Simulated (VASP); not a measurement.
# Al2InAs3 (I-4m2) in VASP: notebook

Al2InAs3 is run at these levels: PBE; tasks: single point.

Everything below comes from runs of VASP 6.6.1. Logs are shortened: lines on timing, memory, paths and dates and some standing lists are left out, and cuts for length are marked.

## (1) The cell of the first run

It takes space group I-4m2 (No. 119, tetragonal). Conventional cell: a = 3.926 Å, b = 3.926 Å, c = 16.656 Å, α = 90.00°, β = 90.00°, γ = 90.00°. Al (site symmetry 2mm) has 4 As at 2.40 Å within 3.2 Å. Within 3.2 Å of In (site symmetry -4m2) lie 4 As at 2.40 Å. As (site symmetry 2mm) has 2 In at 2.40 Å and 2 Al at 2.40 Å within 3.2 Å. Within 3.2 Å of As (site symmetry -4m2) lie 4 Al at 2.40 Å.

## (2) Single point, PBE

File INCAR:

```
SYSTEM = Al2InAs3
PREC = Accurate
ENCUT = 520
EDIFF = 1E-6
ISMEAR = 0
SIGMA = 0.1
LREAL = .False.
LASPH = .True.
NELM = 80
ALGO = Normal
ISIF = 2
LWAVE = .False.
LCHARG = .False.
GGA = PE
NBANDS = 26
```

File KPOINTS:

```
Automatic mesh
0
Gamma
  6 6 6
  0 0 0
```

File POSCAR:

```
Al2InAs3
1.0
   -1.9629459000      1.9629459000      8.3280741300
    1.9629459000     -1.9629459000      8.3280741300
    1.9629459000      1.9629459000     -8.3280741300
Al In As
2 1 3
Direct
    0.6666666700      0.6666666700      0.0000000000
    0.3333333300      0.3333333300      0.0000000000
    0.0000000000      0.0000000000      0.0000000000
    0.4166666700      0.9166666700      0.5000000000
    0.0833333300      0.5833333300      0.5000000000
    0.7500000000      0.2500000000      0.5000000000
```

Potentials or basis: VASP PAW PBE potentials, release 64 (Al, In_d, As).

Command:

```
$ cat potpaw_PBE.64/Al/POTCAR potpaw_PBE.64/In_d/POTCAR potpaw_PBE.64/As/POTCAR > POTCAR
$ mpirun -np 1 vasp_std > vasp.out
```

OUTCAR:

```text
SYSTEM = Al2InAs3
   PREC = Accurate
   ENCUT = 520
   EDIFF = 1E-6
   ISMEAR = 0
   LREAL = .False.
   LASPH = .True.
   NELM = 80
   ISIF = 2
   GGA = PE

 ion  position               nearest neighbor table
   1  0.667  0.667  0.000-   6 2.40   6 2.40   5 2.40   5 2.40
   2  0.333  0.333  0.000-   6 2.40   6 2.40   4 2.40   4 2.40
   3  0.000  0.000  0.000-   5 2.40   4 2.40   5 2.40   4 2.40
   4  0.417  0.917  0.500-   3 2.40   3 2.40   2 2.40   2 2.40
   5  0.083  0.583  0.500-   3 2.40   3 2.40   1 2.40   1 2.40
   6  0.750  0.250  0.500-   2 2.40   1 2.40   2 2.40   1 2.40

  LATTYP: Found a body centered tetragonal cell.
 ALAT       =     3.9258918000
 C/A-ratio  =     4.2426406810

  Lattice vectors:

 A1 = (  -1.9629459000,   1.9629459000,   8.3280741300)
 A2 = (   1.9629459000,  -1.9629459000,   8.3280741300)
 A3 = (   1.9629459000,   1.9629459000,  -8.3280741300)

Analysis of symmetry for initial positions (statically):
=====================================================================
 Subroutine PRICEL returns:
 Original cell was already a primitive cell.

 Routine SETGRP: Setting up the symmetry group for a
 body centered tetragonal supercell.

 Subroutine GETGRP returns: Found  8 space group operations
 (whereof  8 operations were pure point group operations)
 out of a pool of 16 trial point group operations.

The static configuration has the point symmetry D_2d.

Analysis of symmetry for dynamics (positions and initial velocities):
=====================================================================
 Subroutine PRICEL returns:
 Original cell was already a primitive cell.

 Routine SETGRP: Setting up the symmetry group for a
 body centered tetragonal supercell.

 Subroutine GETGRP returns: Found  8 space group operations
 (whereof  8 operations were pure point group operations)
 out of a pool of 16 trial point group operations.

The dynamic configuration has the point symmetry D_2d.

 Subroutine INISYM returns: Found  8 space group operations
 (whereof  8 operations are pure point group operations),
 and found     1 'primitive' translations

----------------------------------------------------------------------------------------

                                     Primitive cell

  volume of cell :     128.3575

  direct lattice vectors                    reciprocal lattice vectors
    -1.962945900  1.962945900  8.328074130     0.000000000  0.254719195  0.060037890
     1.962945900 -1.962945900  8.328074130     0.254719195  0.000000000  0.060037890
     1.962945900  1.962945900 -8.328074130     0.254719195  0.254719195  0.000000000

  length of vectors
     8.778560926  8.778560926  8.778560926     0.261699096  0.261699096  0.360227341

  position of ions in fractional coordinates (direct lattice)
     0.666666670  0.666666670  0.000000000
     0.333333330  0.333333330  0.000000000
     0.000000000  0.000000000  0.000000000
     0.416666670  0.916666670  0.500000000
     0.083333330  0.583333330  0.500000000
     0.750000000  0.250000000  0.500000000

  ion indices of the primitive-cell ions
   primitive index   ion index
                 1           1
                 2           2
                 3           3
                 4           4
                 5           5
                 6           6

----------------------------------------------------------------------------------------

 KPOINTS: Automatic mesh

Automatic generation of k-mesh.
 Grid dimensions read from file:
 generate k-points for:    6    6    6

 Generating k-lattice:

  Cartesian coordinates                     Fractional coordinates (reciprocal lattice)
     0.000000000  0.042453199  0.010006315     0.166666667 -0.000000000  0.000000000
     0.042453199  0.000000000  0.010006315    -0.000000000  0.166666667  0.000000000
     0.042453199  0.042453199  0.000000000     0.000000000  0.000000000  0.166666667

  Length of vectors
     0.043616516  0.043616516  0.060037890

  Shift w.r.t. Gamma in fractional coordinates (k-lattice)
     0.000000000  0.000000000  0.000000000

 Subroutine IBZKPT returns following result:
 ===========================================

 Found     30 irreducible k-points:

 Following reciprocal coordinates:
            Coordinates               Weight
  0.000000  0.000000  0.000000      1.000000
  0.166667  0.000000  0.000000      8.000000
  0.333333  0.000000  0.000000      8.000000
  0.500000  0.000000 -0.000000      4.000000
  0.166667  0.166667 -0.000000      8.000000
  0.333333  0.166667 -0.000000     16.000000
[... 16 lines left out ...]
 -0.333333 -0.333333  0.166667      8.000000
 -0.166667 -0.333333  0.166667      8.000000
 [... further k-points ...]
   k-points           NKPTS =     30   k-points in BZ     NKDIM =     30   number of bands    NBANDS=     26
   number of dos      NEDOS =    301   number of ions     NIONS =      6
   total plane-waves  NPLWV = 343000
   dimension x,y,z NGX =    70 NGY =   70 NGZ =   70
   dimension x,y,z NGXF=   140 NGYF=  140 NGZF=  140
   ions per type =               2   1   3
   NGX,Y,Z   is equivalent  to a cutoff of  13.26, 13.26, 13.26 a.u.
   NGXF,Y,Z  is equivalent  to a cutoff of  26.51, 26.51, 26.51 a.u.
 SYSTEM =  Al2InAs3
   PREC   = accura    normal or accurate (medium, high low for compatibility)
   ISTART =      0    job   : 0-new  1-cont  2-samecut
   ICHARG =      2    charge: 1-file 2-atom 10-const
   ISPIN  =      1    spin polarized calculation?
   LNONCOLLINEAR =      F non collinear calculations
   LSORBIT =      F    spin-orbit coupling
   LASPH  =      T    aspherical Exc in radial PAW
   ENCUT  =  520.0 eV  38.22 Ry    6.18 a.u.  16.32 16.32 16.32*2*pi/ulx,y,z
   NELM   =     80;   NELMIN=  2; NELMDL= -5     # of ELM steps
   EDIFF  = 0.1E-05   stopping-criterion for ELM
   LREAL  =      F    real-space projection
   EDIFFG = 0.1E-04   stopping-criterion for IOM
   NSW    =      0    number of steps for IOM
   IBRION =     -1    ionic relax: 0-MD 1-quasi-New 2-CG
   NFREE  =      0    steps in history (QN), initial steepest desc. (CG)
   ISIF   =      2    stress and relaxation
   ISYM   =      2    0-nonsym 1-usesym 2-fastsym
   POTIM  = 0.5000    time-step for ionic-motion
   TEBEG  =    0.0;   TEEND  =   0.0 temperature during run
   PSTRESS=    0.0 pullay stress
   NELECT =      34.0000    total number of electrons
   NUPDOWN=      -1.0000    fix difference up-down
   EMIN   =  10.00;   EMAX   =-10.00  energy-range for DOS
   EFERMI =   0.00;   METHOD = LEGACY
   ISMEAR =     0;   SIGMA  =   0.10  broadening in eV -4-tet -1-fermi 0-gaus
   EFERMI_NEDOS =   21; number of points for ismear=-14 and -15
   IALGO  =     38    algorithm
   IMIX   =      4    mixing-type and parameters
     AMIX     =   0.40;   BMIX     =  1.00
     AMIX_MAG =   1.60;   BMIX_MAG =  1.00
  volume/ion in A,a.u.               =      21.39       144.37
  Fermi-wavevector in a.u.,A,eV,Ry     =   1.051382  1.986825 15.039949  1.105405
  Thomas-Fermi vector in A             =   2.186423
   LORBIT       =      0    0 simple, 1 ext, 2 COOP (PROOUT), +10 PAW based schemes
   GGA     = PE    functional components
   LHFCALC =     F    Hartree Fock is set to
   AEXX    =    0.0000 exact exchange contribution
   IVDW    =     0    specifies the selected vdW correction
   LEPSILON=     F    determine dielectric tensor
   LRPA    =     F    only Hartree local field effects (RPA)
 non-spin polarized calculation
 Gauss-broadening in eV      SIGMA  =   0.10
  energy-cutoff  :      520.00
  volume of cell :      128.36
 maximum number of plane-waves:      3486
 NGX is ok and might be reduce to    70
   NGX = 33   NGY = 33   NGZ = 33

 number of electron      34.0000002 magnetization

 Free energy of the ion-electron system (eV)
  ---------------------------------------------------
  ext. energy  EPLUGINS =         0.00000000
  ---------------------------------------------------
  free energy    TOTEN  =       -25.03078075 eV

  energy without entropy =      -25.03078075  energy(sigma->0) =      -25.03078075

 E-fermi :   5.8805     XC(G=0):  -9.6035

 val. band max:        5.4566798655   @ k =   0.0000   0.0000   0.0000
 cond. band min:       6.6447089667   @ k =   0.5000   0.5000  -0.0000
 fundamental gap:      1.1880291012
 Fermi energy:         5.8805189059

 k-point     1 :       0.0000    0.0000    0.0000
  band No.  band energies     occupation
      1      -9.4905      2.00000
      2      -9.1708      2.00000
      3      -9.1708      2.00000
      4      -9.0438      2.00000
      5      -8.9682      2.00000
      6      -7.3766      2.00000
[... 18 lines left out ...]
     25       9.7002      0.00000
     26      13.8304      0.00000

 k-point     2 :       0.1667    0.0000    0.0000
  band No.  band energies     occupation
      1      -9.4700      2.00000
      2      -9.2190      2.00000
      3      -9.1688      2.00000
      4      -9.0309      2.00000
      5      -8.9780      2.00000
      6      -7.1275      2.00000
[... 18 lines left out ...]
     25      10.6300      0.00000
     26      11.7028      0.00000

 k-point     3 :       0.3333    0.0000    0.0000
  band No.  band energies     occupation
      1      -9.4348      2.00000
      2      -9.2985      2.00000
      3      -9.1646      2.00000
      4      -9.0066      2.00000
      5      -8.9976      2.00000
      6      -6.4557      2.00000
[... 18 lines left out ...]
     25      10.9996      0.00000
     26      11.6921      0.00000

 k-point     4 :       0.5000    0.0000   -0.0000
  band No.  band energies     occupation
      1      -9.4233      2.00000
      2      -9.3291      2.00000
      3      -9.1625      2.00000
      4      -9.0074      2.00000
      5      -8.9942      2.00000
      6      -5.7406      2.00000
[... 18 lines left out ...]
     25      10.6771      0.00000
     26      11.2309      0.00000

 k-point     5 :       0.1667    0.1667   -0.0000
  band No.  band energies     occupation
      1      -9.4512      2.00000
      2      -9.2435      2.00000
      3      -9.1757      2.00000
      4      -9.0223      2.00000
      5      -8.9890      2.00000
      6      -6.8683      2.00000
[... 18 lines left out ...]
     25      11.0763      0.00000
     26      11.1566      0.00000

 k-point     6 :       0.3333    0.1667   -0.0000
  band No.  band energies     occupation
      1      -9.4216      2.00000
      2      -9.3067      2.00000
      3      -9.1637      2.00000
      4      -9.0109      2.00000
      5      -9.0020      2.00000
      6      -6.2050      2.00000
[... 427 lines left out ...]
 k-point    21 :      -0.3333    0.5000    0.1667
  band No.  band energies     occupation
      1      -9.4220      2.00000
      2      -9.3066      2.00000
      3      -9.1637      2.00000
      4      -9.0109      2.00000
      5      -9.0019      2.00000
      6      -6.1102      2.00000
[... 18 lines left out ...]
     25      11.1827      0.00000
     26      11.6211      0.00000

 k-point    22 :      -0.1667    0.5000    0.1667
  band No.  band energies     occupation
      1      -9.4353      2.00000
      2      -9.2983      2.00000
      3      -9.1646      2.00000
      4      -9.0065      2.00000
      5      -8.9976      2.00000
      6      -6.3688      2.00000
[... 18 lines left out ...]
     25      11.6365      0.00000
     26      12.3901      0.00000

 k-point    23 :      -0.3333   -0.3333    0.1667
  band No.  band energies     occupation
      1      -9.4519      2.00000
      2      -9.2433      2.00000
      3      -9.1758      2.00000
      4      -9.0221      2.00000
      5      -8.9890      2.00000
      6      -6.7680      2.00000
[... 18 lines left out ...]
     25      11.0673      0.00000
     26      11.1587      0.00000

 k-point    24 :      -0.1667   -0.3333    0.1667
  band No.  band energies     occupation
      1      -9.4706      2.00000
      2      -9.2189      2.00000
      3      -9.1688      2.00000
      4      -9.0308      2.00000
      5      -8.9780      2.00000
      6      -7.0528      2.00000
[... 18 lines left out ...]
     25      10.6959      0.00000
     26      11.0905      0.00000

 [... further k-points ...]
[... 5 lines left out ...]
  --------------------------------------------------------------------------------------
  -------------------------------------------------------------------------------------
  Total       13.2540544     13.2540544     13.0509047      0.0000000      0.0000000     -0.0000000
  in kB      165.4390761    165.4390761    162.9033316      0.0000000      0.0000000     -0.0000000
  external PRESSURE =     164.5938279 kB  Pullay stress =       0.0000000 kB

 VOLUME and BASIS-vectors are now :
 -----------------------------------------------------------------------------
  energy-cutoff  :      520.00
  volume of cell :      128.36
      direct lattice vectors                 reciprocal lattice vectors
    -1.962945900  1.962945900  8.328074130     0.000000000  0.254719195  0.060037890
     1.962945900 -1.962945900  8.328074130     0.254719195  0.000000000  0.060037890
     1.962945900  1.962945900 -8.328074130     0.254719195  0.254719195  0.000000000

 POSITION                                       TOTAL-FORCE (eV/Angst)
 -----------------------------------------------------------------------------------
      0.00000      0.00000     11.10410        -0.000000      0.000000      0.063832
      0.00000      0.00000      5.55205        -0.000000      0.000000     -0.063832
      0.00000      0.00000      0.00000        -0.000000      0.000000      0.000000
      1.96295      0.00000      6.94006         0.000000     -0.000000     -2.329682
      1.96295      0.00000      1.38801         0.000000     -0.000000      2.329682
      0.00000      1.96295      4.16404        -0.000000      0.000000      0.000000
 -----------------------------------------------------------------------------------
    total drift:                                0.000000     -0.000000     -0.000000

  FREE ENERGIE OF THE ION-ELECTRON SYSTEM (eV)
  ---------------------------------------------------
  free  energy   TOTEN  =       -25.0307807493 eV

  energy  without entropy=      -25.0307807493  energy(sigma->0) =      -25.03078075
```

Wall time 9.2 min (1 thread of AMD EPYC 7R13 (Zen 3), shared host); peak memory 0.65 GiB.

Results:

| Property | Result |
| --- | --- |
| Free energy | -25.0308 eV |
| Pressure | 16.5 GPa |
| Largest force | 2.330 eV/Å |
| Band gap on the k mesh | 1.19 eV, indirect (least direct gap 1.57 eV) |

Forces on the atoms (eV/Å):
```
Al   0.000  0.000  0.064
Al   0.000  0.000 -0.064
In   0.000  0.000  0.000
As   0.000  0.000 -2.330
As   0.000  0.000  2.330
As   0.000  0.000  0.000
```

Stress tensor (GPa, compression positive):
```
16.54  0.00  0.00
 0.00 16.54  0.00
 0.00  0.00 16.29
```

Caveat: spin-orbit coupling is left out, which moves the levels of the heavy elements; forces of over 1 eV/Å act on the atoms, so gaps and moduli don't describe the material at rest. A k mesh can miss the band edges.

## (3) Single point, PBE

This run uses another cell than the first one, of 25.30 Å³/atom, 1.183 times its volume.

File INCAR:

```
ALGO     = Normal         # electronic algorithm
EDIFF    = 1E-6           # SCF threshold, eV
ENCUT    = 520            # plane-wave cutoff, eV
GGA      = PE             # functional
ISIF     = 2              # what is computed and relaxed
ISMEAR   = 0              # smearing method
LASPH    = T              # aspherical terms in the spheres
LCHARG   = F              # write CHGCAR
LREAL    = F              # projectors in reciprocal space
LWAVE    = F              # write WAVECAR
NBANDS   = 26             # bands
NELM     = 100            # most SCF steps
PREC     = Accurate       # precision mode
SIGMA    = 0.1            # smearing width, eV
```

File KPOINTS:

```
k-points
0
Gamma
  6 6 6
```

File POSCAR:

```
Al2InAs3
1.0
   -2.0753395239      2.0753395239      8.8125293145
    2.0753395239     -2.0753395239      8.8125293145
    2.0753395239      2.0753395239     -8.8125293145
Al In As
2 1 3
Direct
    0.6706586408      0.6706586408      0.0000000000
    0.3293413592      0.3293413592      0.0000000000
    0.0000000000      0.0000000000      0.0000000000
    0.4073136433      0.9073136433      0.5000000000
    0.0926863567      0.5926863567      0.5000000000
    0.7500000000      0.2500000000      0.5000000000
```

Potentials or basis: VASP PAW PBE potentials, release 64 (Al, In_d, As).

Command:

```
$ cat potpaw_PBE.64/Al/POTCAR potpaw_PBE.64/In_d/POTCAR potpaw_PBE.64/As/POTCAR > POTCAR
$ mpirun -np 1 vasp_std > vasp.out
```

Run time: 9.8 min. Hardware: 1 thread of AMD EPYC 7R13 (Zen 3), shared host; peak memory 0.7 GiB.

It converged, with:

- Free energy: -26.3941 eV
- Pressure: 0.2 GPa
- Largest force: 0.004 eV/Å
- Band gap on the k mesh: 0.86 eV, direct

Forces on the atoms (eV/Å):
```
Al   0.000  0.000  0.002
Al   0.000  0.000 -0.002
In   0.000  0.000  0.000
As   0.000  0.000 -0.004
As   0.000  0.000  0.004
As   0.000  0.000  0.000
```

Levels at points of the mesh, in eV from the valence-band top:
| k point | band 15 | band 16 | band 17 | band 18 | band 19 | band 20 |
| --- | --- | --- | --- | --- | --- | --- |
| (0.00, 0.00, 0.00) | -0.18 | 0.00 | 0.00 | 0.86 | 1.67 | 2.08 |
| (0.50, 0.00, 0.00) | -1.19 | -0.89 | -0.48 | 1.48 | 2.60 | 2.82 |
| (0.50, 0.50, 0.00) | -2.61 | -2.16 | -2.15 | 1.48 | 2.01 | 3.06 |
| (0.50, 0.50, 0.50) | -1.04 | -0.55 | -0.55 | 1.46 | 2.07 | 2.79 |

Caveat: spin-orbit coupling is left out, which moves the levels of the heavy elements. A k mesh can miss the band edges.
